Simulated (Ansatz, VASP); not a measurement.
**Two plane-wave programs on SbPb**

The input INCAR:

```
SYSTEM = SbPb
PREC = Accurate
ENCUT = 520
EDIFF = 1E-6
ISMEAR = 0
SIGMA = 0.15
LREAL = .FALSE.
LASPH = .TRUE.
NELM = 80
ALGO = Fast
ISIF = 2
LWAVE = .FALSE.
LCHARG = .TRUE.
GGA = CA
LELF = .TRUE.
LVHAR = .TRUE.
NBANDS = 16
```

File KPOINTS:

```
regular mesh
0
G
  14 14 14
  0 0 0
```

File POSCAR:

```
SbPb
1.0
    0.0000000000      3.0462338584      3.3005943855
    3.0462338584      0.0000000000      3.3005943855
    3.0462338584      3.0462338584      0.0000000000
Sb Pb
1 1
Direct
    0.5000000000      0.5000000000      0.5000000000
    0.0000000000      0.0000000000      0.0000000000
```

Input for Ansatz:

```yaml
crystal:
  lattice:
    - [0.0, 3.0462338584, 3.3005943855]
    - [3.0462338584, 0.0, 3.3005943855]
    - [3.0462338584, 3.0462338584, 0.0]
  atoms:
    - { symbol: Sb, position: [0.5, 0.5, 0.5] }
    - { symbol: Pb, position: [0.0, 0.0, 0.0] }
basis:
  ecutwfc: 420
kpoints:
  mp_grid: { grid: [14, 14, 14] }
hamiltonian:
  xc: lda
scf:
  occupations: { method: gaussian, width: 0.15 }
output:
  forces: true
  stress: true
  eigenvalues: true
```

Alike in both runs: task single point; functional LDA; k mesh 14 × 14 × 14; occupations gaussian, width 0.15 eV; no spin polarisation.

|  | VASP | Ansatz |
| --- | --- | --- |
| version | VASP 6.6.1 | Ansatz 0.2.0 |
| potentials or method | VASP PAW LDA potentials, release 64 (Sb, Pb_d), cutoff 520 eV | scalar-relativistic, plane waves, PAW |
| valence electrons in the cell | 19 | 29 |

Ansatz gave:

| Quantity | Value |
| --- | --- |
| gap on the k mesh at the Fermi level (eV) | none |
| pressure (GPa) | -0.7 |
| traceless stress, the component that is largest in VASP (GPa) | -4.08 |

Task: What did VASP give for the same quantities?

Result: gap on the k mesh at the Fermi level (eV): none; pressure (GPa): -0.7; traceless stress, the component that is largest in VASP (GPa): -4.13.

LDA's correlation is that of Perdew and Zunger in VASP and of Perdew and Wang (1992) in Ansatz. A gap of «none» marks a metal or a gap that the smearing closes. VASP's potentials hold 19 valence electrons a cell and Ansatz's 29, so a difference there can come from the potentials and not from the codes.

Neither program's run includes spin-orbit coupling.
